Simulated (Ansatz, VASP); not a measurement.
**TiAl in VASP and in Ansatz**

```
CELL_PARAMETERS angstrom
3.09141 0.00000 0.00000
0.00000 3.09141 0.00000
0.00000 0.00000 3.55265
ATOMIC_POSITIONS crystal
Ti 0.00000 0.00000 0.00000
Al 0.50000 0.50000 0.50000
```

Alike in both runs: task single point; functional PBEsol; k mesh 16 × 16 × 16; occupations gaussian, width 0.15 eV; no spin polarisation.

|  | VASP | Ansatz |
| --- | --- | --- |
| version | VASP 6.6.1 | Ansatz 0.2.0 |
| potentials or method | VASP PAW PBE potentials, release 64 (Ti_sv, Al), cutoff 520 eV | scalar-relativistic, plane waves, PAW |
| valence electrons in the cell | 15 | 15 |

|  | VASP | Ansatz | Ansatz less VASP |
| --- | --- | --- | --- |
| gap on the k mesh at the Fermi level (eV) | none | none | - |
| pressure (GPa) | -7.7 | -7.7 | -0.08 |
| traceless stress, the component that is largest in VASP (GPa) | 5.58 | 5.59 | +0.007 |

VASP's potentials were made for PBE, not for PBEsol, and Ansatz warns of the same on its side. A gap of «none» marks a metal or a gap that the smearing closes.
